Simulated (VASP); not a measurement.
# OH in VASP: relaxation of the atoms with r2SCAN

Aim: the relaxation of the atoms of OH with r2SCAN.

Everything below comes from runs of VASP 6.6.1. Logs are shortened: lines on timing, memory, paths and dates and some standing lists are left out, and cuts for length are marked.

## Step 1: The cell of the first run

The cell holds a molecule in a box, 2 atoms: a = 15.000 Å, b = 15.500 Å, c = 16.000 Å, α = 90.00°, β = 90.00°, γ = 90.00°.

## Step 2: Relaxation of the atoms, r2SCAN, collinear spin, ferromagnetic start

POSCAR

```
HO
1.0
   15.0000000000      0.0000000000      0.0000000000
    0.0000000000     15.5000000000      0.0000000000
    0.0000000000      0.0000000000     16.0000000000
O H
1 1
Direct
    0.4884648760      0.4990469909      0.4736083543
    0.5115351240      0.5009530091      0.5263916457
```

INCAR.step1

```
SYSTEM = HO
PREC = Accurate ; ENCUT = 580
ISMEAR = 0 ; SIGMA = 0.005
LREAL = .FALSE. ; LASPH = .TRUE.
NELM = 200 ; ISPIN = 2
MAGMOM = 1 0 ; ISYM = 0
GGA = PE ; ALGO = Normal
EDIFF = 1E-5 ; LWAVE = .TRUE.
LCHARG = .FALSE. ; GGA_COMPAT = .FALSE.
IBRION = 2 ; EDIFFG = -0.01
NELMIN = 4 ; NSW = 100
NELMDL = -8 ; NCORE = 4
```

INCAR.step2

```
SYSTEM = HO
PREC = Accurate ; ENCUT = 580
EDIFF = 1E-7 ; ISMEAR = 0
SIGMA = 0.005 ; LREAL = .FALSE.
LASPH = .TRUE. ; NELM = 200
ALGO = Normal ; ISIF = 2
LWAVE = .FALSE. ; LCHARG = .FALSE.
ISPIN = 2 ; MAGMOM = 1 0
LORBIT = 11 ; METAGGA = R2SCAN
LMIXTAU = .TRUE. ; IBRION = 2
NSW = 100 ; EDIFFG = -0.01
ISYM = 0 ; ISTART = 1
GGA_COMPAT = .FALSE. ; NELMIN = 4
NCORE = 4
```

KPOINTS

```
regular mesh
0
G
  1 1 1
  0 0 0
```

Potentials or basis: VASP PAW PBE potentials, release 64 (O, H).

Launch:

```bash
cat potpaw_PBE.64/O/POTCAR potpaw_PBE.64/H/POTCAR > POTCAR
cp INCAR.step1 INCAR
mpirun -np 4 vasp_gam > vasp.out
cp INCAR.step2 INCAR
mpirun -np 4 vasp_gam > vasp.out
```

OUTCAR:

```text
SYSTEM = HO
   PREC = Accurate
   ENCUT = 580
   EDIFF = 1E-7
   ISMEAR = 0
   LREAL = .FALSE.
   LASPH = .TRUE.
   NELM = 200
   ISIF = 2
   ISPIN = 2
   LORBIT = 11
   METAGGA = R2SCAN
   IBRION = 2
   NSW = 100
   EDIFFG = -0.01
   ISYM = 0
   ISTART = 1
   NELMIN = 4

 ion  position               nearest neighbor table
   1  0.488  0.499  0.474-   2 0.91
   2  0.512  0.501  0.526-   1 0.91

IMPORTANT INFORMATION: All symmetrisations will be switched off!
NOSYMM: (Re-)initialisation of all symmetry stuff for point group C_1.

----------------------------------------------------------------------------------------

                                     Primitive cell

  volume of cell :    3720.0000

  direct lattice vectors                    reciprocal lattice vectors
    15.000000000  0.000000000  0.000000000     0.066666667  0.000000000  0.000000000
     0.000000000 15.500000000  0.000000000     0.000000000  0.064516129  0.000000000
     0.000000000  0.000000000 16.000000000     0.000000000  0.000000000  0.062500000

  length of vectors
    15.000000000 15.500000000 16.000000000     0.066666667  0.064516129  0.062500000

  position of ions in fractional coordinates (direct lattice)
     0.488464876  0.499046991  0.473608354
     0.511535124  0.500953009  0.526391646

  ion indices of the primitive-cell ions
   primitive index   ion index
                 1           1
                 2           2

----------------------------------------------------------------------------------------

 KPOINTS: regular mesh

Automatic generation of k-mesh.
 Grid dimensions read from file:
 generate k-points for:    1    1    1

 Generating k-lattice:

  Cartesian coordinates                     Fractional coordinates (reciprocal lattice)
     0.066666667  0.000000000  0.000000000     1.000000000  0.000000000  0.000000000
     0.000000000  0.064516129  0.000000000     0.000000000  1.000000000  0.000000000
     0.000000000  0.000000000  0.062500000     0.000000000  0.000000000  1.000000000

  Length of vectors
     0.066666667  0.064516129  0.062500000

  Shift w.r.t. Gamma in fractional coordinates (k-lattice)
     0.000000000  0.000000000  0.000000000

 Subroutine IBZKPT returns following result:
 ===========================================

 Found      1 irreducible k-points:

 Following reciprocal coordinates:
            Coordinates               Weight
  0.000000  0.000000  0.000000      1.000000
   k-points           NKPTS =      1   k-points in BZ     NKDIM =      1   number of bands    NBANDS=      8
   number of dos      NEDOS =    301   number of ions     NIONS =      2
   total plane-waves  NPLWV = ******
   dimension x,y,z NGX =   120 NGY =  126 NGZ =  126
   dimension x,y,z NGXF=   240 NGYF=  252 NGZF=  252
   ions per type =               1   1
   NGX,Y,Z   is equivalent  to a cutoff of  13.30, 13.51, 13.09 a.u.
   NGXF,Y,Z  is equivalent  to a cutoff of  26.60, 27.03, 26.18 a.u.
 SYSTEM =  HO
   PREC   = accura    normal or accurate (medium, high low for compatibility)
   ISTART =      1    job   : 0-new  1-cont  2-samecut
   ICHARG =      0    charge: 1-file 2-atom 10-const
   ISPIN  =      2    spin polarized calculation?
   LNONCOLLINEAR =      F non collinear calculations
   LSORBIT =      F    spin-orbit coupling
   LASPH  =      T    aspherical Exc in radial PAW
   ENCUT  =  580.0 eV  42.63 Ry    6.53 a.u.  29.46 30.44 31.42*2*pi/ulx,y,z
   NELM   =    200;   NELMIN=  4; NELMDL=  0     # of ELM steps
   EDIFF  = 0.1E-06   stopping-criterion for ELM
   LREAL  =      F    real-space projection
   EDIFFG = -.1E-01   stopping-criterion for IOM
   NSW    =    100    number of steps for IOM
   IBRION =      2    ionic relax: 0-MD 1-quasi-New 2-CG
   NFREE  =      1    steps in history (QN), initial steepest desc. (CG)
   ISIF   =      2    stress and relaxation
   ISYM   =      0    0-nonsym 1-usesym 2-fastsym
   POTIM  = 0.5000    time-step for ionic-motion
   TEBEG  =    0.0;   TEEND  =   0.0 temperature during run
   PSTRESS=    0.0 pullay stress
   NELECT =       7.0000    total number of electrons
   NUPDOWN=      -1.0000    fix difference up-down
   EMIN   =  10.00;   EMAX   =-10.00  energy-range for DOS
   EFERMI =   0.00;   METHOD = LEGACY
   ISMEAR =     0;   SIGMA  =   0.01  broadening in eV -4-tet -1-fermi 0-gaus
   EFERMI_NEDOS =   21; number of points for ismear=-14 and -15
   IALGO  =     38    algorithm
   IMIX   =      4    mixing-type and parameters
     AMIX     =   0.40;   BMIX     =  1.00
     AMIX_MAG =   1.60;   BMIX_MAG =  1.00
  volume/ion in A,a.u.               =    1860.00     12551.90
  Fermi-wavevector in a.u.,A,eV,Ry     =   0.202113  0.381937  0.555791  0.040849
  Thomas-Fermi vector in A             =   0.958629
   LORBIT       =     11    0 simple, 1 ext, 2 COOP (PROOUT), +10 PAW based schemes
   METAGGA = R2SCAN    functional components
   LHFCALC =     F    Hartree Fock is set to
   AEXX    =    0.0000 exact exchange contribution
   IVDW    =     0    specifies the selected vdW correction
   LEPSILON=     F    determine dielectric tensor
   LRPA    =     F    only Hartree local field effects (RPA)
 conjugate gradient relaxation of ions
 spin polarized calculation
 Gauss-broadening in eV      SIGMA  =   0.01
  energy-cutoff  :      580.00
  volume of cell :     3720.00
 maximum number of plane-waves:     59055
 NGX is ok and might be reduce to   120
   NGX = 59   NGY = 61   NGZ = 63

--------------------------------------- Ionic step        1  -------------------------------------------

 number of electron       6.9999999 magnetization       1.0000000

 Free energy of the ion-electron system (eV)
  ---------------------------------------------------
  ext. energy  EPLUGINS =         0.00000000
  ---------------------------------------------------
  free energy    TOTEN  =        -8.87697560 eV

  energy without entropy =       -8.87697560  energy(sigma->0) =       -8.87697560

------------------------ aborting loop because EDIFF is reached ----------------------------------------

  FORCE on cell =-STRESS in cart. coord.  units (eV):
  Direction    XX          YY          ZZ          XY          YZ          ZX
  --------------------------------------------------------------------------------------
  -------------------------------------------------------------------------------------
  Total        0.4579149     -0.0444021      2.9722458      0.0428189      0.1062148      1.2401887
  in kB        0.1972207     -0.0191237      1.2801250      0.0184418      0.0457459      0.5341404
  external PRESSURE =       0.4860740 kB  Pullay stress =       0.0000000 kB

 VOLUME and BASIS-vectors are now :
 -----------------------------------------------------------------------------
  energy-cutoff  :      580.00
  volume of cell :     3720.00
      direct lattice vectors                 reciprocal lattice vectors
    15.000000000  0.000000000  0.000000000     0.066666667  0.000000000  0.000000000
     0.000000000 15.500000000  0.000000000     0.000000000  0.064516129  0.000000000
     0.000000000  0.000000000 16.000000000     0.000000000  0.000000000  0.062500000
[... 145 lines left out ...]
 POSITION                                       TOTAL-FORCE (eV/Angst)
 -----------------------------------------------------------------------------------
      7.31528      7.73422      7.54918        -0.038423     -0.004119     -0.093821
      7.68472      7.76578      8.45082         0.038423      0.004119      0.093821
 -----------------------------------------------------------------------------------
    total drift:                                0.001553     -0.000225      0.000706

  FREE ENERGIE OF THE ION-ELECTRON SYSTEM (eV)
  ---------------------------------------------------
  free  energy   TOTEN  =        -8.9913369765 eV

  energy  without entropy=       -8.9913369765  energy(sigma->0) =       -8.99133698

--------------------------------------- Ionic step        6  -------------------------------------------

 number of electron       7.0000002 magnetization       1.0000000

 Free energy of the ion-electron system (eV)
  ---------------------------------------------------
  ext. energy  EPLUGINS =         0.00000000
  ---------------------------------------------------
  free energy    TOTEN  =        -8.99144526 eV

  energy without entropy =       -8.99144526  energy(sigma->0) =       -8.99144526

 E-fermi :  -7.6429     XC(G=0):  -0.0773

 val. band max:       -7.6933736532   @ k =   0.0000   0.0000   0.0000
 cond. band min:      -5.3249263685   @ k =   0.0000   0.0000   0.0000
 fundamental gap:      2.3684472847
 Fermi energy:        -7.6428983292

 spin component 1

 k-point     1 :       0.0000    0.0000    0.0000
  band No.  band energies     occupation
      1     -26.9314      1.00000
      2     -12.0698      1.00000
      3     -10.6519      1.00000
      4      -8.3813      1.00000
      5      -0.2097      0.00000
      6       0.2173      0.00000
      7       0.5933      0.00000
      8       0.6168      0.00000
 Fermi energy:        -7.6428983292

 spin component 2

 k-point     1 :       0.0000    0.0000    0.0000
  band No.  band energies     occupation
      1     -24.6559      1.00000
      2     -11.3655      1.00000
      3      -7.6934      1.00000
      4      -5.3249      0.00000
      5      -0.1105      0.00000
      6       0.2936      0.00000
      7       0.5991      0.00000
      8       0.6302      0.00000

------------------------ aborting loop because EDIFF is reached ----------------------------------------

  FORCE on cell =-STRESS in cart. coord.  units (eV):
  Direction    XX          YY          ZZ          XY          YZ          ZX
  --------------------------------------------------------------------------------------
  -------------------------------------------------------------------------------------
  Total       -0.0470330     -0.0442011     -0.0634085     -0.0009862      0.0003421     -0.0056594
  in kB       -0.0202568     -0.0190371     -0.0273096     -0.0004247      0.0001474     -0.0024375
  external PRESSURE =      -0.0222011 kB  Pullay stress =       0.0000000 kB
[... 10 lines left out ...]
 POSITION                                       TOTAL-FORCE (eV/Angst)
 -----------------------------------------------------------------------------------
      7.31485      7.73419      7.54814         0.003016     -0.000573      0.007243
      7.68515      7.76581      8.45186        -0.003016      0.000573     -0.007243
 -----------------------------------------------------------------------------------
    total drift:                                0.001670     -0.000208      0.000881

  FREE ENERGIE OF THE ION-ELECTRON SYSTEM (eV)
  ---------------------------------------------------
  free  energy   TOTEN  =        -8.9914452583 eV

  energy  without entropy=       -8.9914452583  energy(sigma->0) =       -8.99144526

 reached required accuracy - stopping structural energy minimisation

 total charge

# of ion       s       p       d       tot
------------------------------------------
    1        1.599   3.276   0.000   4.874
    2        0.626   0.120   0.000   0.746
--------------------------------------------------
tot          2.225   3.396   0.000   5.621

 magnetization (x)

# of ion       s       p       d       tot
------------------------------------------
    1        0.013   0.768   0.000   0.781
    2       -0.018   0.011   0.000  -0.006
--------------------------------------------------
tot         -0.005   0.780   0.000   0.775
```

It took 79 min on 4 MPI ranks of Intel Xeon Platinum 8259CL at 2.50GHz (Skylake/Cascade Lake), shared host; peak memory 1.8 GiB.

What came out:

```
Free energy                                           : -8.9914 eV
Largest force after relaxing                          : 0.008 eV/Å
Gap between the frontier levels                       : 2.37 eV
Net moment                                            : 1.00 μB per cell
Site moments                                          : O +0.78; H -0.01 μB
Valence electrons inside the program's atomic spheres : O 4.87; H 0.75
```

Forces on the atoms (eV/Å):
```
O    0.003 -0.001  0.007
H   -0.003  0.001 -0.007
```

Final structure:
```yaml
crystal:
  lattice:
    - [15.00000, 0.00000, 0.00000]
    - [0.00000, 15.50000, 0.00000]
    - [0.00000, 0.00000, 16.00000]
  atoms:
    - { symbol: O, position: [0.48766, 0.49898, 0.47176] }
    - { symbol: H, position: [0.51234, 0.50102, 0.52824] }
```

Caveat: the PAW data sets were made with another functional, which shifts forces and pressure a little.
